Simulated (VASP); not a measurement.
Set up this calculation in VASP 6.6.1, as the native input.

```
Task                   : single point
Functional             : PBE
Potentials or basis    : VASP PAW PBE potentials, release 64 (Zn, Se)
Cutoff                 : 520 eV
k mesh                 : 8 × 8 × 8
Occupations            : gaussian, width 0.05 eV
Spin                   : no spin polarisation
Dipole correction      : no
Further INCAR settings : ALGO = Normal; EDIFF = 1e-06; NBANDS = 16
```

The structure of ZnSe (Stilleite) lies in POSCAR:

```
ZnSe
1.0
    0.0000000000      2.8664600078      2.8664600078
    2.8664600078      0.0000000000      2.8664600078
    2.8664600078      2.8664600078      0.0000000000
Zn Se
1 1
Direct
    0.0000000000      0.0000000000      0.0000000000
    0.2500000000      0.2500000000      0.2500000000
```

The input as run:

INCAR

```
PREC     = Accurate       # precision mode
ENCUT    = 520            # plane-wave cutoff, eV
EDIFF    = 1E-6           # SCF threshold, eV
ISMEAR   = 0              # smearing method
SIGMA    = 0.05           # smearing width, eV
LREAL    = False          # projectors in reciprocal space
LASPH    = True           # aspherical terms in the spheres
NELM     = 60             # most SCF steps
ALGO     = Normal         # electronic algorithm
ISIF     = 2              # what is computed and relaxed
LWAVE    = False          # write WAVECAR
LCHARG   = False          # write CHGCAR
GGA      = PE             # functional
NBANDS   = 16             # bands
```

KPOINTS

```
Automatic mesh
0
Gamma
  8 8 8
```

Potentials or basis: VASP PAW PBE potentials, release 64 (Zn, Se).

Launch:

```console
$ cat potpaw_PBE.64/Zn/POTCAR potpaw_PBE.64/Se/POTCAR > POTCAR
$ mpirun -np 1 vasp_std > vasp.out
```

Results of the run:

| Property | Result |
| --- | --- |
| Pressure | 0.2 GPa |
| Band gap on the k mesh | 1.15 eV, direct |

Run time: 35 s on 1 thread of Intel Xeon 8259CL, with other jobs on the host, peak memory 0.18 GiB.
